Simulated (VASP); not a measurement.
# I (P6/mmm) in VASP: further runs

Runs on I. Level: PBE. Tasks: single point.

Program: VASP 6.6.1. These are calculated values, not measurements. Logs are shortened: lines on timing, memory, paths and dates and some standing lists are left out, and cuts for length are marked.

## (1) The cell of the first run

It takes space group P6/mmm (No. 191, hexagonal). Conventional cell: a = 3.958 Å, b = 3.958 Å, c = 2.901 Å, α = 90.00°, β = 90.00°, γ = 120.00°. Within 3.8 Å of I (site symmetry 6/mmm) lie 2 I at 2.90 Å.

## (2) Single point, PBE

The input, INCAR:

```
PREC = Accurate ; ENCUT = 520
EDIFF = 1E-7 ; ISMEAR = -1
SIGMA = 0.08 ; LREAL = False
LASPH = True ; NELM = 60
ALGO = Normal ; ISIF = 2
LWAVE = False ; LCHARG = False
GGA = PE ; NBANDS = 10
```

The input, KPOINTS:

```
Automatic mesh
0
Gamma
  12 12 12
```

The input, POSCAR:

```
I
1.0
    3.9578250752      0.0000000000      0.0000000000
   -1.9789125376      3.4275770588      0.0000000000
    0.0000000000      0.0000000000      2.9006830698
I
1
Direct
    0.0000000000      0.0000000000      0.0000000000
```

Potentials or basis: VASP PAW PBE potentials, release 64 (I).

The run is started by

```
cat potpaw_PBE.64/I/POTCAR > POTCAR
mpirun -np 1 vasp_std > vasp.out
```

OUTCAR:

```text
PREC = Accurate
   ENCUT = 520
   EDIFF = 1E-7
   ISMEAR = -1
   LREAL = False
   LASPH = True
   NELM = 60
   ISIF = 2
   GGA = PE

 ion  position               nearest neighbor table
   1  0.000  0.000  0.000-

  LATTYP: Found a hexagonal cell.
 ALAT       =     3.9578250752
 C/A-ratio  =     0.7328982496

  Lattice vectors:

 A1 = (   3.9578250752,   0.0000000000,   0.0000000000)
 A2 = (  -1.9789125376,   3.4275770588,   0.0000000000)
 A3 = (   0.0000000000,   0.0000000000,   2.9006830698)

Analysis of symmetry for initial positions (statically):
=====================================================================
 Subroutine PRICEL returns:
 Original cell was already a primitive cell.

 Routine SETGRP: Setting up the symmetry group for a
 hexagonal supercell.

 Subroutine GETGRP returns: Found 24 space group operations
 (whereof 24 operations were pure point group operations)
 out of a pool of 24 trial point group operations.

The static configuration has the point symmetry D_6h.

Analysis of symmetry for dynamics (positions and initial velocities):
=====================================================================
 Subroutine PRICEL returns:
 Original cell was already a primitive cell.

 Routine SETGRP: Setting up the symmetry group for a
 hexagonal supercell.

 Subroutine GETGRP returns: Found 24 space group operations
 (whereof 24 operations were pure point group operations)
 out of a pool of 24 trial point group operations.

The dynamic configuration has the point symmetry D_6h.

 Subroutine INISYM returns: Found 24 space group operations
 (whereof 24 operations are pure point group operations),
 and found     1 'primitive' translations

----------------------------------------------------------------------------------------

                                     Primitive cell

  volume of cell :      39.3499

  direct lattice vectors                    reciprocal lattice vectors
     3.957825075  0.000000000  0.000000000     0.252664022  0.145875641  0.000000000
    -1.978912538  3.427577059  0.000000000     0.000000000  0.291751282  0.000000000
     0.000000000  0.000000000  2.900683070     0.000000000  0.000000000  0.344746384

  length of vectors
     3.957825075  3.957825075  2.900683070     0.291751282  0.291751282  0.344746384

  position of ions in fractional coordinates (direct lattice)
     0.000000000  0.000000000  0.000000000

  ion indices of the primitive-cell ions
   primitive index   ion index
                 1           1

----------------------------------------------------------------------------------------

 KPOINTS: Automatic mesh

Automatic generation of k-mesh.
 Grid dimensions read from file:
 generate k-points for:   12   12   12

 Generating k-lattice:

  Cartesian coordinates                     Fractional coordinates (reciprocal lattice)
     0.021055335  0.012156303  0.000000000     0.083333333 -0.000000000  0.000000000
     0.000000000  0.024312607  0.000000000     0.000000000  0.083333333  0.000000000
     0.000000000  0.000000000  0.028728865     0.000000000  0.000000000  0.083333333

  Length of vectors
     0.024312607  0.024312607  0.028728865

  Shift w.r.t. Gamma in fractional coordinates (k-lattice)
     0.000000000  0.000000000  0.000000000

 Subroutine IBZKPT returns following result:
 ===========================================

 Found    133 irreducible k-points:

 Following reciprocal coordinates:
            Coordinates               Weight
  0.000000  0.000000  0.000000      1.000000
  0.083333  0.000000  0.000000      6.000000
  0.166667 -0.000000  0.000000      6.000000
  0.250000 -0.000000  0.000000      6.000000
  0.333333 -0.000000  0.000000      6.000000
  0.416667  0.000000  0.000000      6.000000
[... 16 lines left out ...]
  0.250000 -0.000000  0.083333     12.000000
  0.333333 -0.000000  0.083333     12.000000
 [... further k-points ...]
   k-points           NKPTS =    133   k-points in BZ     NKDIM =    133   number of bands    NBANDS=     10
   number of dos      NEDOS =    301   number of ions     NIONS =      1
   total plane-waves  NPLWV =  21600
   dimension x,y,z NGX =    30 NGY =   30 NGZ =   24
   dimension x,y,z NGXF=    60 NGYF=   60 NGZF=   48
   ions per type =               1
   NGX,Y,Z   is equivalent  to a cutoff of  12.60, 12.60, 13.76 a.u.
   NGXF,Y,Z  is equivalent  to a cutoff of  25.20, 25.20, 27.51 a.u.
 SYSTEM =  unknown system
   PREC   = accura    normal or accurate (medium, high low for compatibility)
   ISTART =      0    job   : 0-new  1-cont  2-samecut
   ICHARG =      2    charge: 1-file 2-atom 10-const
   ISPIN  =      1    spin polarized calculation?
   LNONCOLLINEAR =      F non collinear calculations
   LSORBIT =      F    spin-orbit coupling
   LASPH  =      T    aspherical Exc in radial PAW
   ENCUT  =  520.0 eV  38.22 Ry    6.18 a.u.   7.36  7.36  5.39*2*pi/ulx,y,z
   NELM   =     60;   NELMIN=  2; NELMDL= -5     # of ELM steps
   EDIFF  = 0.1E-06   stopping-criterion for ELM
   LREAL  =      F    real-space projection
   EDIFFG = 0.1E-05   stopping-criterion for IOM
   NSW    =      0    number of steps for IOM
   IBRION =     -1    ionic relax: 0-MD 1-quasi-New 2-CG
   NFREE  =      0    steps in history (QN), initial steepest desc. (CG)
   ISIF   =      2    stress and relaxation
   ISYM   =      2    0-nonsym 1-usesym 2-fastsym
   POTIM  = 0.5000    time-step for ionic-motion
   TEBEG  =    0.0;   TEEND  =   0.0 temperature during run
   PSTRESS=    0.0 pullay stress
   NELECT =       7.0000    total number of electrons
   NUPDOWN=      -1.0000    fix difference up-down
   EMIN   =  10.00;   EMAX   =-10.00  energy-range for DOS
   EFERMI =   0.00;   METHOD = LEGACY
   ISMEAR =    -1;   SIGMA  =   0.08  broadening in eV -4-tet -1-fermi 0-gaus
   EFERMI_NEDOS =   21; number of points for ismear=-14 and -15
   IALGO  =     38    algorithm
   IMIX   =      4    mixing-type and parameters
     AMIX     =   0.40;   BMIX     =  1.00
     AMIX_MAG =   1.60;   BMIX_MAG =  1.00
  volume/ion in A,a.u.               =      39.35       265.55
  Fermi-wavevector in a.u.,A,eV,Ry     =   0.920717  1.739903 11.533927  0.847720
  Thomas-Fermi vector in A             =   2.046053
   LORBIT       =      0    0 simple, 1 ext, 2 COOP (PROOUT), +10 PAW based schemes
   GGA     = PE    functional components
   LHFCALC =     F    Hartree Fock is set to
   AEXX    =    0.0000 exact exchange contribution
   IVDW    =     0    specifies the selected vdW correction
   LEPSILON=     F    determine dielectric tensor
   LRPA    =     F    only Hartree local field effects (RPA)
 non-spin polarized calculation
  energy-cutoff  :      520.00
  volume of cell :       39.35
 maximum number of plane-waves:      1084
 NGX is ok and might be reduce to    30

 number of electron       7.0000002 magnetization

 Free energy of the ion-electron system (eV)
  ---------------------------------------------------
  ext. energy  EPLUGINS =         0.00000000
  ---------------------------------------------------
  free energy    TOTEN  =        -1.38469889 eV

  energy without entropy =       -1.36782058  energy(sigma->0) =       -1.37625973

 E-fermi :   3.6537     XC(G=0):  -8.3682

 val. band max:        3.6515263957   @ k =   0.0833   0.0833   0.5000
 cond. band min:       3.6636019372   @ k =   0.4167   0.0000   0.5000
 fundamental gap:      0.0120755415
 Fermi energy:         3.6536768733

 k-point     1 :       0.0000    0.0000    0.0000
  band No.  band energies     occupation
      1     -10.3832      2.00000
      2       2.3039      2.00000
      3       2.3039      2.00000
      4       6.8192      0.00000
      5       8.1102      0.00000
      6      11.7164      0.00000
      7      11.7164      0.00000
      8      13.0583      0.00000
      9      14.3904      0.00000
     10      21.8837      0.00000

 k-point     2 :       0.0833    0.0000    0.0000
  band No.  band energies     occupation
      1     -10.3523      2.00000
      2       2.0072      2.00000
      3       2.2477      2.00000
      4       6.8431      0.00000
      5       8.4665      0.00000
      6      11.3248      0.00000
      7      11.9309      0.00000
      8      13.1098      0.00000
      9      15.0917      0.00000
     10      21.4422      0.00000

 k-point     3 :       0.1667   -0.0000    0.0000
  band No.  band energies     occupation
      1     -10.2654      2.00000
      2       1.3197      2.00000
      3       2.1010      2.00000
      4       6.9093      0.00000
      5       9.1348      0.00000
      6      10.9379      0.00000
      7      12.5508      0.00000
      8      13.2611      0.00000
      9      16.6004      0.00000
     10      20.5890      0.00000

 k-point     4 :       0.2500   -0.0000    0.0000
  band No.  band energies     occupation
      1     -10.1409      2.00000
      2       0.5488      2.00000
      3       1.9145      2.00000
      4       7.0025      0.00000
      5       9.1460      0.00000
      6      11.6316      0.00000
      7      13.5067      0.00000
      8      13.5197      0.00000
      9      18.4730      0.00000
     10      19.7830      0.00000

 k-point     5 :       0.3333   -0.0000    0.0000
  band No.  band energies     occupation
      1     -10.0089      2.00000
      2      -0.1136      2.00000
      3       1.7416      2.00000
      4       7.0992      0.00000
      5       8.7926      0.00000
      6      12.9150      0.00000
      7      13.8962      0.00000
      8      14.7724      0.00000
      9      19.1444      0.00000
     10      19.3296      0.00000

 k-point     6 :       0.4167    0.0000    0.0000
  band No.  band energies     occupation
      1      -9.9068      2.00000
      2      -0.5554      2.00000
      3       1.6223      2.00000
      4       7.1724      0.00000
      5       8.5274      0.00000
      6      13.6680      0.00000
      7      14.8148      0.00000
      8      16.2379      0.00000
      9      18.7356      0.00000
     10      18.8444      0.00000

 k-point     7 :       0.5000   -0.0000    0.0000
  band No.  band energies     occupation
      1      -9.8682      2.00000
      2      -0.7105      2.00000
      3       1.5800      2.00000
      4       7.1998      0.00000
      5       8.4345      0.00000
      6      13.8233      0.00000
      7      15.4973      0.00000
      8      17.4840      0.00000
      9      18.5407      0.00000
     10      18.6152      0.00000

 k-point     8 :       0.0833    0.0833    0.0000
  band No.  band energies     occupation
      1     -10.2933      2.00000
      2       1.5390      2.00000
      3       2.1252      2.00000
      4       6.8881      0.00000
      5       9.0371      0.00000
      6      10.8626      0.00000
      7      12.4075      0.00000
      8      13.2137      0.00000
      9      16.1467      0.00000
     10      20.8394      0.00000

 k-point     9 :       0.1667    0.0833    0.0000
  band No.  band energies     occupation
      1     -10.1874      2.00000
      2       0.8597      2.00000
      3       1.9114      2.00000
      4       6.9680      0.00000
      5       9.5731      0.00000
      6      10.7566      0.00000
      7      13.2504      0.00000
      8      13.5005      0.00000
      9      17.7628      0.00000
     10      20.0977      0.00000
[... 118 lines left out ...]
 k-point    19 :       0.3333    0.3333    0.0000
  band No.  band energies     occupation
      1      -9.7987      2.00000
      2       0.0150      2.00000
      3       0.0150      2.00000
      4       7.2502      0.00000
      5      12.0828      0.00000
      6      12.0828      0.00000
      7      13.5847      0.00000
      8      15.8781      0.00000
      9      19.0948      0.00000
     10      19.0982      0.00000

 k-point    20 :       0.0000    0.0000    0.0833
  band No.  band energies     occupation
      1     -10.2721      2.00000
      2       2.4043      2.00000
      3       2.4043      2.00000
      4       5.7047      0.00000
      5       8.2347      0.00000
      6      11.8226      0.00000
      7      11.8226      0.00000
      8      14.2966      0.00000
      9      14.5081      0.00000
     10      19.6077      0.00000

 k-point    21 :       0.0833    0.0000    0.0833
  band No.  band energies     occupation
      1     -10.2412      2.00000
      2       2.1089      2.00000
      3       2.3483      2.00000
      4       5.7322      0.00000
      5       8.5892      0.00000
      6      11.4327      0.00000
      7      12.0364      0.00000
      8      14.3361      0.00000
      9      15.2069      0.00000
     10      19.2057      0.00000

 k-point    22 :       0.1667   -0.0000    0.0833
  band No.  band energies     occupation
      1     -10.1543      2.00000
      2       1.4238      2.00000
      3       2.2019      2.00000
      4       5.8083      0.00000
      5       9.2549      0.00000
      6      11.0473      0.00000
      7      12.6544      0.00000
      8      14.4491      0.00000
      9      16.7110      0.00000
     10      18.4036      0.00000

 k-point    23 :       0.2500   -0.0000    0.0833
  band No.  band energies     occupation
      1     -10.0299      2.00000
      2       0.6548      2.00000
      3       2.0160      2.00000
      4       5.9158      0.00000
      5       9.2637      0.00000
      6      11.7485      0.00000
      7      13.6200      0.00000
      8      14.6176      0.00000
      9      17.6007      0.00000
     10      18.5962      0.00000

 k-point    24 :       0.3333   -0.0000    0.0833
  band No.  band energies     occupation
      1      -9.8979      2.00000
      2      -0.0065      2.00000
      3       1.8435      2.00000
      4       6.0282      0.00000
      5       8.9100      0.00000
      6      13.1098      0.00000
      7      14.8089      0.00000
      8      14.8672      0.00000
      9      17.0045      0.00000
     10      18.8924      0.00000

 [... further k-points ...]
[... 5 lines left out ...]
  --------------------------------------------------------------------------------------
  -------------------------------------------------------------------------------------
  Total        0.6807947      0.6807947      0.6226818      0.0000000     -0.0000000     -0.0000000
  in kB       27.7193245     27.7193245     25.3531934      0.0000000     -0.0000000     -0.0000000
  external PRESSURE =      26.9306141 kB  Pullay stress =       0.0000000 kB

 VOLUME and BASIS-vectors are now :
 -----------------------------------------------------------------------------
  energy-cutoff  :      520.00
  volume of cell :       39.35
      direct lattice vectors                 reciprocal lattice vectors
     3.957825075  0.000000000  0.000000000     0.252664022  0.145875641  0.000000000
    -1.978912538  3.427577059  0.000000000     0.000000000  0.291751282  0.000000000
     0.000000000  0.000000000  2.900683070     0.000000000  0.000000000  0.344746384

 POSITION                                       TOTAL-FORCE (eV/Angst)
 -----------------------------------------------------------------------------------
      0.00000      0.00000      0.00000         0.000000      0.000000      0.000000
 -----------------------------------------------------------------------------------
    total drift:                               -0.000000      0.000000      0.000000

  FREE ENERGIE OF THE ION-ELECTRON SYSTEM (eV)
  ---------------------------------------------------
  free  energy   TOTEN  =        -1.3846988893 eV

  energy  without entropy=       -1.3678205787  energy(sigma->0) =       -1.37625973
```

It took 72 s on 1 thread of AMD EPYC 7R43 (Zen 3), shared host; peak memory 0.15 GiB.

What came out:

```
Free energy : -1.3847 eV
Pressure    : 2.7 GPa
```

Stress tensor (GPa, compression positive):
```
2.77 0.00 0.00
0.00 2.77 0.00
0.00 0.00 2.54
```

Levels at points of the mesh, in eV from the Fermi level:
```csv
k point,band 1,band 2,band 3,band 4,band 5,band 6
"(0.00, 0.00, 0.00)",-14.04,-1.35,-1.35,3.17,4.46,8.06
"(0.50, 0.00, 0.00)",-13.52,-4.36,-2.07,3.55,4.78,10.17
"(0.00, 0.00, 0.50)",-11.43,-6.14,0.61,0.61,8.58,8.66
"(0.50, 0.00, 0.50)",-10.91,-5.64,-2.04,-0.03,4.11,7.72
```

Caveat: spin-orbit coupling is left out, which moves the levels of the heavy elements; an odd number of electrons without spin polarisation forces a metal; a magnetic or distorted state may lie lower.

## (3) Single point, PBE

The input, INCAR:

```
SYSTEM = I
PREC = Accurate ; ENCUT = 520
EDIFF = 1E-6 ; ISMEAR = -1
SIGMA = 0.08 ; LREAL = .False.
LASPH = .True. ; NELM = 60
ALGO = Normal ; ISIF = 2
LWAVE = .False. ; LCHARG = .False.
GGA = PE ; NBANDS = 10
```

The input, KPOINTS:

```
Automatic mesh
0
Gamma
  12 12 12
  0 0 0
```

POSCAR is that of step 2.

Potentials or basis: VASP PAW PBE potentials, release 64 (I).

The run is started by

```
cat potpaw_PBE.64/I/POTCAR > POTCAR
mpirun -np 1 vasp_std > vasp.out
```

Run time: 62 s. Hardware: 1 thread of AMD EPYC 7R43 (Zen 3), shared host; peak memory 0.15 GiB.

It converged, with:

```yaml
Free_energy: -1.3847 eV
Pressure: 2.7 GPa
```

Stress tensor (GPa, compression positive):
```
2.77 0.00 0.00
0.00 2.77 0.00
0.00 0.00 2.53
```

Levels at points of the mesh, in eV from the Fermi level:
```
           k point  band 1  band 2  band 3  band 4  band 5  band 6  band 7  band 8
(0.00, 0.00, 0.00)  -14.04   -1.35   -1.35    3.17    4.46    8.06    8.06    9.40
(0.50, 0.00, 0.00)  -13.52   -4.36   -2.07    3.55    4.78   10.17   11.84   13.83
(0.00, 0.00, 0.50)  -11.43   -6.14    0.61    0.61    8.58    8.66    8.94    8.94
(0.50, 0.00, 0.50)  -10.91   -5.64   -2.04   -0.03    4.11    7.72    8.16    9.90
```

Caveat: spin-orbit coupling is left out, which moves the levels of the heavy elements; an odd number of electrons without spin polarisation forces a metal; a magnetic or distorted state may lie lower.

## (4) Single point, PBE

This run uses another cell than the first one, of 44.60 Å³/atom, 1.133 times its volume.

The input, INCAR:

```
SYSTEM = I
PREC = Accurate
ENCUT = 520
EDIFF = 1E-6
ISMEAR = -1
SIGMA = 0.08
LREAL = .FALSE.
LASPH = .TRUE.
NELM = 60
ALGO = Normal
ISIF = 2
LWAVE = .FALSE.
LCHARG = .TRUE.
GGA = PE
LELF = .TRUE.
LVHAR = .TRUE.
NBANDS = 10
```

The input, KPOINTS:

```
Automatic mesh
0
G
  12 12 12
  0 0 0
```

The input, POSCAR:

```
I
1.0
    4.2052026494      0.0000000000      0.0000000000
   -2.1026013247      3.6418123224      0.0000000000
    0.0000000000      0.0000000000      2.9120395907
I
1
Direct
    0.0000000000      0.0000000000      0.0000000000
```

The run is started by

```
cat potpaw_PBE.64/I/POTCAR > POTCAR
mpirun -np 1 vasp_std > vasp.out
```

Wall time 50 s (1 thread of AMD EPYC 7R43 (Zen 3), shared host); peak memory 0.16 GiB.

It converged, with:

```yaml
Free_energy: -1.4429 eV
Pressure: 0.9 GPa
```

Stress tensor (GPa, compression positive):
```
0.97 0.00 0.00
0.00 0.97 0.00
0.00 0.00 0.82
```

Levels at points of the mesh, in eV from the Fermi level:
| k point | band 1 | band 2 | band 3 | band 4 | band 5 | band 6 |
| --- | --- | --- | --- | --- | --- | --- |
| (0.00, 0.00, 0.00) | -13.63 | -1.55 | -1.55 | 3.40 | 4.30 | 7.93 |
| (0.50, 0.00, 0.00) | -13.33 | -3.71 | -2.06 | 3.62 | 5.02 | 10.17 |
| (0.00, 0.00, 0.50) | -11.06 | -5.75 | 0.41 | 0.41 | 8.36 | 8.51 |
| (0.50, 0.00, 0.50) | -10.76 | -5.43 | -1.41 | -0.02 | 4.68 | 7.57 |

Caveat: spin-orbit coupling is left out, which moves the levels of the heavy elements; an odd number of electrons without spin polarisation forces a metal; a magnetic or distorted state may lie lower.
